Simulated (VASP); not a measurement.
# C: single point with PBE

C:

```
C
1.0
     0.00000    1.83038    1.74109
     1.83038    0.00000    1.74109
     1.83038    1.83038    0.00000
C
2
Direct
  0.50000 0.50000 0.50000
  0.75000 0.75000 0.75000
```

This cell differs from its parent crystal: strain +0.025 along x and y, -0.025 along z.

| Quantity | Value |
| --- | --- |
| Program | VASP 6.6.1 |
| Task | single point |
| Functional | PBE |
| Potentials or basis | VASP PAW PBE potentials, release 64 (C) |
| Cutoff | 520 eV |
| k mesh | 12 × 12 × 12 |
| Occupations | gaussian, width 0.05 eV |
| Spin | no spin polarisation |
| Dipole correction | no |
| Further INCAR settings | ALGO = Normal; EDIFF = 1e-07; NBANDS = 11 |

The pressure is -9.3 GPa and the band gap on the k mesh is 2.87 eV, indirect (least direct gap 4.66 eV).

Stress tensor (GPa, compression positive):
```
-23.56   0.00   0.00
  0.00 -23.56   0.00
  0.00   0.00  19.23
```

Levels at points of the mesh, in eV from the valence-band top:
```csv
k point,band 1,band 2,band 3,band 4,band 5,band 6,band 7,band 8,band 9
"(0.00, 0.00, 0.00)",-21.57,-0.70,-0.70,0.00,4.66,5.27,5.27,12.19,18.50
"(0.50, 0.00, 0.00)",-15.94,-13.52,-3.61,-2.77,7.15,7.67,8.90,14.99,20.97
"(0.50, 0.50, 0.00)",-12.52,-12.52,-7.06,-7.06,3.48,3.48,16.07,16.07,22.69
"(0.50, 0.00, 0.50)",-13.28,-13.28,-6.34,-6.34,4.63,4.63,15.71,15.71,21.91
```

Run time: 7 s on 1 thread of Intel(R) Xeon(R) 6975P-C (Granite Rapids), on a shared host, peak memory 0.13 GiB.

Caveat: the cell differs from its parent crystal (strain +0.025 along x and y, -0.025 along z). A k mesh can miss the band edges.
